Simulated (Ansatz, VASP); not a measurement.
# BaS in VASP and in Ansatz

File INCAR:

```
PREC = Accurate
ENCUT = 520
EDIFF = 1E-8
ISMEAR = -1
SIGMA = 0.02
LREAL = F
LASPH = T
NELM = 100
ALGO = Normal
ISIF = 2
LWAVE = F
LCHARG = F
GGA = PE
LEFG = T
NBANDS = 15
```

The input KPOINTS:

```
regular mesh
0
Gamma
  8 8 8
```

Contents of POSCAR:

```
BaS
1.0
   -0.0958125000      3.1458437500      3.1458437500
    3.1458437500     -0.0958125000      3.1458437500
    3.1458437500      3.1458437500     -0.0958125000
Ba S
1 1
Direct
    0.0000000000      0.0000000000      0.0000000000
    0.5000000000      0.5000000000      0.5000000000
```

Input for Ansatz:

```yaml
crystal:
  lattice:
    - [-0.0958125, 3.14584375, 3.14584375]
    - [3.14584375, -0.0958125, 3.14584375]
    - [3.14584375, 3.14584375, -0.0958125]
  atoms:
    - { symbol: Ba, position: [0.0, 0.0, 0.0] }
    - { symbol: S, position: [0.5, 0.5, 0.5] }
kpoints:
  mp_grid: { grid: [8, 8, 8] }
scf:
  occupations: { method: fermi_dirac, width: 0.02 }
hamiltonian:
  xc: pbe
  pseudopotentials: { kind: all_electron, datasets: crystal }
output:
  forces: true
  stress: true
  eigenvalues: true
  efg: { contact_densities: true }
```

Change from the starting cell: equal xy, yz and zx shear strains of -3 %, crystal datasets.

Alike in both runs: task electric field gradients; functional PBE; k mesh 8 × 8 × 8; occupations fermi-dirac, width 0.02 eV; no spin polarisation.

```csv
,VASP,Ansatz
version,VASP 6.6.1,Ansatz 0.2.0
potentials or method,"VASP PAW PBE potentials, release 64 (Ba_sv, S), cutoff 520 eV","all-electron PAW with datasets made for the crystal, scalar-relativistic"
```

VASP gave:

| Quantity | Value |
| --- | --- |
| gap on the k mesh at the Fermi level (eV) | 2.03 |
| pressure (GPa) | 1.4 |
| traceless stress, the component that is largest in VASP (GPa) | 0.51 |
| size of Vzz on the site where it differs most (V/Å²) | 21.2 |

Question: Which values does Ansatz return?

Answer: gap on the k mesh at the Fermi level (eV): 2.13; pressure (GPa): 0.8; traceless stress, the component that is largest in VASP (GPa): 0.51; size of Vzz on the site where it differs most (V/Å²): 21.1.

Ansatz ran all-electron here, and VASP with PAW potentials.

Spin-orbit coupling is off throughout.
